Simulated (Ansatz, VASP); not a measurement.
One calculation of Ni, two programs

```
Ni
1.0
     2.41796    0.00000    0.00000
     0.00000    2.41796    0.00000
     0.00000    0.00000    2.41796
Ni
1
Direct
  0.00000 0.00000 0.00000
```

Alike in both runs: task single point; functional PBE; k mesh 15 × 15 × 15; occupations fermi-dirac, width 0.05 eV; collinear spin.

```csv
,VASP,Ansatz
version,VASP 6.6.1,Ansatz 0.2.0
potentials or method,"VASP PAW PBE potentials, release 64 (Ni), cutoff 520 eV","plane waves (420 eV) with PAW, scalar-relativistic"
valence electrons in the cell,10,18
```

Ansatz gave:

```
pressure (GPa)                                                : -11.5
net moment per atom (μB)                                      : 0.76
size of the moment on the site where the two differ most (μB) : 0.78
```

Q: Estimate VASP's values.

A: Pressure (GPa): -11.5; net moment per atom (μB): 0.73; size of the moment on the site where the two differ most (μB): 0.74.

Site moments also hang on the region over which each program counts them. VASP's potentials hold 10 valence electrons a cell and Ansatz's 18, so a difference there can come from the potentials and not from the codes.
